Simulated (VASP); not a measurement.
# Ir (Fm-3m) in VASP: a series of runs

Ir is run at these levels: PBE; tasks: single point.

Everything below comes from runs of VASP 6.6.1. Logs are shortened: lines on timing, memory, paths and dates and some standing lists are left out, and cuts for length are marked.

### 1 The cell of the first run

Symmetry: Fm-3m, No. 225, cubic system. Conventional cell: a = 3.909 Å, b = 3.909 Å, c = 3.909 Å, α = 90.00°, β = 90.00°, γ = 90.00°. Within 3.6 Å of Ir (site symmetry m-3m) lie 12 Ir at 2.76 Å.

### 2 Single point, PBE (equal strain along all axes, cell held: +1.0 %)

The input, INCAR:

```
PREC = Accurate
ENCUT = 520
EDIFF = 1E-6
ISMEAR = 0
SIGMA = 0.1
LREAL = False
LASPH = True
NELM = 80
ALGO = Fast
ISIF = 2
LWAVE = False
LCHARG = False
GGA = PE
NBANDS = 16
```

The input, KPOINTS:

```
Automatic mesh
0
Gamma
  18 18 14
```

The input, POSCAR:

```
Ir
1.0
    1.9546795731      1.9546795731      0.0000000000
   -1.9546795731      1.9546795731      0.0000000000
    0.0000000000      0.0000000000      3.9093591462
Ir
2
Direct
    0.0000000000      0.0000000000      0.0000000000
    0.5000000000      0.5000000000      0.5000000000
```

Potentials or basis: VASP PAW PBE potentials, release 64 (Ir).

Command:

```bash
cat potpaw_PBE.64/Ir/POTCAR > POTCAR
mpirun -np 1 vasp_std > vasp.out
```

OUTCAR:

```text
PREC = Accurate
   ENCUT = 520
   EDIFF = 1E-6
   ISMEAR = 0
   LREAL = False
   LASPH = True
   NELM = 80
   ISIF = 2
   GGA = PE

 ion  position               nearest neighbor table
   1  0.000  0.000  0.000-   2 2.76   2 2.76   2 2.76   2 2.76   2 2.76   2 2.76   2 2.76   2 2.76

   2  0.500  0.500  0.500-   1 2.76   1 2.76   1 2.76   1 2.76   1 2.76   1 2.76   1 2.76   1 2.76

  LATTYP: Found a simple tetragonal cell.
 ALAT       =     2.7643343624
 C/A-ratio  =     1.4142135624

  Lattice vectors:

 A1 = (   1.9546795731,   1.9546795731,   0.0000000000)
 A2 = (  -1.9546795731,   1.9546795731,   0.0000000000)
 A3 = (   0.0000000000,   0.0000000000,   3.9093591462)

Analysis of symmetry for initial positions (statically):
=====================================================================
 Subroutine PRICEL returns following result:

  LATTYP: Found a face centered cubic cell.
 ALAT       =     3.9093591462

  Lattice vectors:

 A1 = (   0.0000000000,  -1.9546795731,  -1.9546795731)
 A2 = (   1.9546795731,   0.0000000000,  -1.9546795731)
 A3 = (   1.9546795731,  -1.9546795731,  -0.0000000000)

   2 primitive cells build up your supercell.

 Routine SETGRP: Setting up the symmetry group for a
 simple tetragonal supercell.

 Subroutine GETGRP returns: Found 16 space group operations
 (whereof 16 operations were pure point group operations)
 out of a pool of 16 trial point group operations.

The static configuration has the point symmetry D_4h.

Analysis of symmetry for dynamics (positions and initial velocities):
=====================================================================
 Subroutine PRICEL returns following result:

  LATTYP: Found a face centered cubic cell.
 ALAT       =     3.9093591462

  Lattice vectors:

 A1 = (   0.0000000000,  -1.9546795731,  -1.9546795731)
 A2 = (   1.9546795731,   0.0000000000,  -1.9546795731)
 A3 = (   1.9546795731,  -1.9546795731,  -0.0000000000)

   2 primitive cells build up your supercell.

 Routine SETGRP: Setting up the symmetry group for a
 simple tetragonal supercell.

 Subroutine GETGRP returns: Found 16 space group operations
 (whereof 16 operations were pure point group operations)
 out of a pool of 16 trial point group operations.

The dynamic configuration has the point symmetry D_4h.

 Subroutine INISYM returns: Found 16 space group operations
 (whereof 16 operations are pure point group operations),
 and found     2 'primitive' translations

----------------------------------------------------------------------------------------

                                     Primitive cell

  volume of cell :      14.9368

  direct lattice vectors                    reciprocal lattice vectors
     0.000000000 -1.954679573 -1.954679573    -0.255796401 -0.255796401 -0.255796401
     1.954679573  0.000000000 -1.954679573     0.255796401  0.255796401 -0.255796401
     1.954679573 -1.954679573 -0.000000000     0.255796401 -0.255796401  0.255796401

  length of vectors
     2.764334362  2.764334362  2.764334362     0.443052363  0.443052363  0.443052363

  position of ions in fractional coordinates (direct lattice)
     0.000000000  0.000000000  0.000000000

  ion indices of the primitive-cell ions
   primitive index   ion index
                 1           1

----------------------------------------------------------------------------------------

 KPOINTS: Automatic mesh

Automatic generation of k-mesh.
 Grid dimensions read from file:
 generate k-points for:   18   18   14

 Generating k-lattice:

  Cartesian coordinates                     Fractional coordinates (reciprocal lattice)
     0.014210911  0.014210911  0.000000000     0.055555556  0.000000000  0.000000000
    -0.014210911  0.014210911  0.000000000     0.000000000  0.055555556  0.000000000
     0.000000000  0.000000000  0.018271172     0.000000000  0.000000000  0.071428571

  Length of vectors
     0.020097263  0.020097263  0.018271172

  Shift w.r.t. Gamma in fractional coordinates (k-lattice)
     0.000000000  0.000000000  0.000000000

 Subroutine IBZKPT returns following result:
 ===========================================

 Found    440 irreducible k-points:

 Following reciprocal coordinates:
            Coordinates               Weight
  0.000000  0.000000  0.000000      1.000000
  0.055556  0.000000  0.000000      4.000000
  0.111111  0.000000  0.000000      4.000000
  0.166667  0.000000  0.000000      4.000000
  0.222222  0.000000  0.000000      4.000000
  0.277778  0.000000  0.000000      4.000000
[... 16 lines left out ...]
  0.277778  0.111111  0.000000      8.000000
  0.333333  0.111111  0.000000      8.000000
 [... further k-points ...]
   k-points           NKPTS =    440   k-points in BZ     NKDIM =    440   number of bands    NBANDS=     16
   number of dos      NEDOS =    301   number of ions     NIONS =      2
   total plane-waves  NPLWV =  17280
   dimension x,y,z NGX =    24 NGY =   24 NGZ =   30
   dimension x,y,z NGXF=    48 NGYF=   48 NGZF=   60
   ions per type =               2
   NGX,Y,Z   is equivalent  to a cutoff of  14.43, 14.43, 12.76 a.u.
   NGXF,Y,Z  is equivalent  to a cutoff of  28.87, 28.87, 25.52 a.u.
 SYSTEM =  unknown system
   PREC   = accura    normal or accurate (medium, high low for compatibility)
   ISTART =      0    job   : 0-new  1-cont  2-samecut
   ICHARG =      2    charge: 1-file 2-atom 10-const
   ISPIN  =      1    spin polarized calculation?
   LNONCOLLINEAR =      F non collinear calculations
   LSORBIT =      F    spin-orbit coupling
   LASPH  =      T    aspherical Exc in radial PAW
   ENCUT  =  520.0 eV  38.22 Ry    6.18 a.u.   5.14  5.14  7.27*2*pi/ulx,y,z
   NELM   =     80;   NELMIN=  2; NELMDL= -5     # of ELM steps
   EDIFF  = 0.1E-05   stopping-criterion for ELM
   LREAL  =      F    real-space projection
   EDIFFG = 0.1E-04   stopping-criterion for IOM
   NSW    =      0    number of steps for IOM
   IBRION =     -1    ionic relax: 0-MD 1-quasi-New 2-CG
   NFREE  =      0    steps in history (QN), initial steepest desc. (CG)
   ISIF   =      2    stress and relaxation
   ISYM   =      2    0-nonsym 1-usesym 2-fastsym
   POTIM  = 0.5000    time-step for ionic-motion
   TEBEG  =    0.0;   TEEND  =   0.0 temperature during run
   PSTRESS=    0.0 pullay stress
   NELECT =      18.0000    total number of electrons
   NUPDOWN=      -1.0000    fix difference up-down
   EMIN   =  10.00;   EMAX   =-10.00  energy-range for DOS
   EFERMI =   0.00;   METHOD = LEGACY
   ISMEAR =     0;   SIGMA  =   0.10  broadening in eV -4-tet -1-fermi 0-gaus
   EFERMI_NEDOS =   21; number of points for ismear=-14 and -15
   IALGO  =     68    algorithm
   IMIX   =      4    mixing-type and parameters
     AMIX     =   0.40;   BMIX     =  1.00
     AMIX_MAG =   1.60;   BMIX_MAG =  1.00
  volume/ion in A,a.u.               =      14.94       100.80
  Fermi-wavevector in a.u.,A,eV,Ry     =   1.382728  2.612977 26.013479  1.911937
  Thomas-Fermi vector in A             =   2.507392
   LORBIT       =      0    0 simple, 1 ext, 2 COOP (PROOUT), +10 PAW based schemes
   GGA     = PE    functional components
   LHFCALC =     F    Hartree Fock is set to
   AEXX    =    0.0000 exact exchange contribution
   IVDW    =     0    specifies the selected vdW correction
   LEPSILON=     F    determine dielectric tensor
   LRPA    =     F    only Hartree local field effects (RPA)
 non-spin polarized calculation
 RMM-DIIS sequential band-by-band and
 Gauss-broadening in eV      SIGMA  =   0.10
  energy-cutoff  :      520.00
  volume of cell :       29.87
 maximum number of plane-waves:       830
 NGX is ok and might be reduce to    24
   NGX = 11   NGY = 11   NGZ = 15

 number of electron      18.0000000 magnetization

 Free energy of the ion-electron system (eV)
  ---------------------------------------------------
  ext. energy  EPLUGINS =         0.00000000
  ---------------------------------------------------
  free energy    TOTEN  =       -17.68139726 eV

  energy without entropy =      -17.67152046  energy(sigma->0) =      -17.67645886

 E-fermi :   9.4828     XC(G=0): -13.6665

 val. band max:        9.4790522762   @ k =   0.1111   0.0000   0.1429
 cond. band min:       9.4860597069   @ k =   0.5000   0.3889   0.1429
 fundamental gap:      0.0070074307
 Fermi energy:         9.4828412867

 k-point     1 :       0.0000    0.0000    0.0000
  band No.  band energies     occupation
      1      -1.0556      2.00000
      2       2.1822      2.00000
      3       2.7196      2.00000
      4       5.9085      2.00000
      5       5.9118      2.00000
      6       5.9118      2.00000
[... 8 lines left out ...]
     15      20.9413      0.00000
     16      23.9077      0.00000

 k-point     2 :       0.0556    0.0000    0.0000
  band No.  band energies     occupation
      1      -0.9687      2.00000
      2       2.2478      2.00000
      3       2.7781      2.00000
      4       5.8615      2.00000
      5       5.9451      2.00000
      6       5.9554      2.00000
[... 8 lines left out ...]
     15      21.1545      0.00000
     16      24.0547      0.00000

 k-point     3 :       0.1111    0.0000    0.0000
  band No.  band energies     occupation
      1      -0.7127      2.00000
      2       2.4245      2.00000
      3       2.9634      2.00000
      4       5.7213      2.00000
      5       6.0443      2.00000
      6       6.0832      2.00000
[... 8 lines left out ...]
     15      21.7624      0.00000
     16      24.4754      0.00000

 k-point     4 :       0.1667    0.0000    0.0000
  band No.  band energies     occupation
      1      -0.3015      2.00000
      2       2.6656      2.00000
      3       3.2884      2.00000
      4       5.5190      2.00000
      5       6.2073      2.00000
      6       6.2480      2.00000
[... 8 lines left out ...]
     15      22.6909      0.00000
     16      25.1099      0.00000
[... 324 lines left out ...]
 k-point    22 :       0.2222    0.1111    0.0000
  band No.  band energies     occupation
      1       0.5518      2.00000
      2       3.2290      2.00000
      3       3.8745      2.00000
      4       4.9536      2.00000
      5       6.5814      2.00000
      6       6.5817      2.00000
[... 8 lines left out ...]
     15      22.8792      0.00000
     16      26.1775      0.00000

 k-point    23 :       0.2778    0.1111    0.0000
  band No.  band energies     occupation
      1       1.1705      2.00000
      2       3.5333      2.00000
      3       4.2663      2.00000
      4       4.7313      2.00000
      5       5.9678      2.00000
      6       6.4205      2.00000
[... 8 lines left out ...]
     15      23.7841      0.00000
     16      25.2133      0.00000

 k-point    24 :       0.3333    0.1111    0.0000
  band No.  band energies     occupation
      1       1.8419      2.00000
      2       3.8646      2.00000
      3       4.5029      2.00000
      4       4.5569      2.00000
      5       5.4461      2.00000
      6       6.1132      2.00000
[... 8 lines left out ...]
     15      24.1742      0.00000
     16      24.7287      0.00000

 [... further k-points ...]
[... 5 lines left out ...]
  --------------------------------------------------------------------------------------
  -------------------------------------------------------------------------------------
  Total       -1.7192814     -1.7192814     -1.7015752      0.0000000      0.0000000      0.0000000
  in kB      -92.2084722    -92.2084722    -91.2588559      0.0000000      0.0000000      0.0000000
  external PRESSURE =     -91.8919334 kB  Pullay stress =       0.0000000 kB

 VOLUME and BASIS-vectors are now :
 -----------------------------------------------------------------------------
  energy-cutoff  :      520.00
  volume of cell :       29.87
      direct lattice vectors                 reciprocal lattice vectors
     1.954679573  1.954679573  0.000000000     0.255796401  0.255796401  0.000000000
    -1.954679573  1.954679573  0.000000000    -0.255796401  0.255796401  0.000000000
     0.000000000  0.000000000  3.909359146     0.000000000  0.000000000  0.255796401

 POSITION                                       TOTAL-FORCE (eV/Angst)
 -----------------------------------------------------------------------------------
      0.00000      0.00000      0.00000        -0.000000      0.000000      0.000000
      0.00000      1.95468      1.95468         0.000000     -0.000000     -0.000000
 -----------------------------------------------------------------------------------
    total drift:                               -0.000000      0.000000     -0.000000

  FREE ENERGIE OF THE ION-ELECTRON SYSTEM (eV)
  ---------------------------------------------------
  free  energy   TOTEN  =       -17.6813972587 eV

  energy  without entropy=      -17.6715204609  energy(sigma->0) =      -17.67645886
```

Run time: 4.3 min. Hardware: 1 thread of Intel Xeon 8259CL, shared host; peak memory 0.3 GiB.

What came out:

```yaml
Free_energy: -17.6814 eV
Pressure: -9.2 GPa
Band_gap_on_the_k_mesh: zero (bands 9 and 10 overlap by 3.06 eV)
```

Caveat: the cell differs from its parent crystal (equal strain along all axes, cell held: +1.0 %); the cell stands under tension; spin-orbit coupling is left out, which moves the levels of the heavy elements.

### 3 Single point, PBE (equal strain along all axes, cell held: +2.0 %)

The input, INCAR:

```
SYSTEM = Ir
PREC     = Accurate       ! precision mode
ENCUT    = 520            ! plane-wave cutoff, eV
EDIFF    = 1E-7           ! SCF threshold, eV
ISMEAR   = 0              ! smearing method
SIGMA    = 0.1            ! smearing width, eV
LREAL    = .False.        ! projectors in reciprocal space
LASPH    = .True.         ! aspherical terms in the spheres
NELM     = 80             ! most SCF steps
ALGO     = Fast           ! electronic algorithm
ISIF     = 2              ! what is computed and relaxed
LWAVE    = .False.        ! write WAVECAR
LCHARG   = .True.         ! write CHGCAR
GGA      = PE             ! functional
LELF     = .True.         ! ELF
LVHAR    = .True.       
NBANDS   = 16             ! bands
```

The input, KPOINTS:

```
regular mesh
0
Gamma
  18 18 14
  0 0 0
```

The input, POSCAR:

```
Ir
1.0
    1.9740328362      1.9740328362      0.0000000000
   -1.9740328362      1.9740328362      0.0000000000
    0.0000000000      0.0000000000      3.9480656724
Ir
2
Direct
    0.0000000000      0.0000000000      0.0000000000
    0.5000000000      0.5000000000      0.5000000000
```

Potentials or basis: VASP PAW PBE potentials, release 64 (Ir).

Command:

```bash
cat potpaw_PBE.64/Ir/POTCAR > POTCAR
mpirun -np 1 vasp_std > vasp.out
```

It took 5.8 min on 1 thread of Intel Xeon 8259CL, shared host; peak memory 0.3 GiB.

Results (log left out):

| Property | Result |
| --- | --- |
| Free energy | -17.6064 eV |
| Pressure | -17.4 GPa |
| Band gap on the k mesh | zero (bands 9 and 10 overlap by 2.90 eV) |

Levels at points of the mesh, in eV from the Fermi level:
| k point | band 7 | band 8 | band 9 | band 10 | band 11 | band 12 |
| --- | --- | --- | --- | --- | --- | --- |
| (0.00, 0.00, 0.00) | -1.06 | -1.06 | 0.73 | 1.26 | 1.26 | 1.74 |
| (0.50, 0.00, 0.00) | -2.11 | -2.11 | -1.19 | -1.19 | 2.52 | 2.52 |
| (0.50, 0.50, 0.00) | 1.26 | 1.26 | 1.26 | 1.26 | 1.74 | 1.74 |
| (0.00, 0.00, 0.50) | -1.64 | -1.64 | -1.64 | -1.64 | -0.22 | -0.22 |
| (0.50, 0.00, 0.50) | -0.52 | -0.52 | 0.76 | 0.76 | 0.76 | 0.76 |
| (0.50, 0.50, 0.50) | -1.55 | -1.55 | 1.26 | 1.26 | 7.48 | 7.48 |

Caveat: the cell differs from its parent crystal (equal strain along all axes, cell held: +2.0 %); the cell stands under tension; spin-orbit coupling is left out, which moves the levels of the heavy elements.
